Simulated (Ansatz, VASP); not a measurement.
**TiSi2: VASP beside Ansatz**

File INCAR:

```
PREC = Accurate
ENCUT = 520
EDIFF = 1E-7
ISMEAR = -1
SIGMA = 0.02
LREAL = F
LASPH = T
NELM = 80
ALGO = Normal
ISIF = 2
LWAVE = F
LCHARG = F
GGA = PS
NBANDS = 29
```

KPOINTS

```
regular mesh
0
Gamma
  9 9 9
```

Contents of POSCAR:

```
TiSi2
1.0
    0.0000000000      4.1175163063      4.2628978354
    2.3895119538      0.0000000000      4.2628978354
    2.3895119538      4.1175163063      0.0000000000
Ti Si
2 4
Direct
    0.7500000000      0.7500000000      0.7500000000
    0.5000000000      0.5000000000      0.5000000000
    0.4125656100      0.0874343900      0.4125656100
    0.0874343900      0.4125656100      0.0874343900
    0.1625656100      0.8374343900      0.1625656100
    0.8374343900      0.1625656100      0.8374343900
```

Input for Ansatz:

```yaml
crystal:
  lattice:
    - [0.0, 4.1175163063, 4.2628978354]
    - [2.3895119538, 0.0, 4.2628978354]
    - [2.3895119538, 4.1175163063, 0.0]
  atoms:
    - { symbol: Ti, position: [0.75, 0.75, 0.75] }
    - { symbol: Ti, position: [0.5, 0.5, 0.5] }
    - { symbol: Si, position: [0.41256561, 0.08743439, 0.41256561] }
    - { symbol: Si, position: [0.08743439, 0.41256561, 0.08743439] }
    - { symbol: Si, position: [0.16256561, 0.83743439, 0.16256561] }
    - { symbol: Si, position: [0.83743439, 0.16256561, 0.83743439] }
hamiltonian:
  xc: pbesol
  pseudopotentials: { kind: paw }
kpoints:
  mp_grid: { grid: [9, 9, 9] }
scf:
  occupations: { method: fermi_dirac, width: 0.02 }
  convergence: { dr2_threshold: 1.0e-09 }
basis:
  ecutwfc: 600
output:
  eigenvalues: true
  forces: true
  stress: true
```

Alike in both runs: task single point; functional PBEsol; k mesh 9 × 9 × 9; occupations fermi-dirac, width 0.02 eV; no spin polarisation.

|  | VASP | Ansatz |
| --- | --- | --- |
| version | VASP 6.6.1 | Ansatz 0.2.0 |
| potentials or method | VASP PAW PBE potentials, release 64 (Ti_sv, Si), cutoff 520 eV | scalar-relativistic, plane waves, PAW |
| valence electrons in the cell | 40 | 40 |

|  | VASP | Ansatz | Ansatz less VASP |
| --- | --- | --- | --- |
| gap on the k mesh at the Fermi level (eV) | none | none | - |
| pressure (GPa) | -1.8 | -2.0 | -0.14 |
| traceless stress, the component that is largest in VASP (GPa) | -0.94 | -0.91 | +0.037 |
| rms of the force components (eV/Å) | 0.023 | 0.023 | -0.0004 |

VASP's potentials were made for PBE, not for PBEsol. Atom by atom the forces differ by 0.000 eV/Å (rms over components). A gap of «none» marks a metal or a gap that the smearing closes. Ansatz's warnings: stress scf threshold loose.
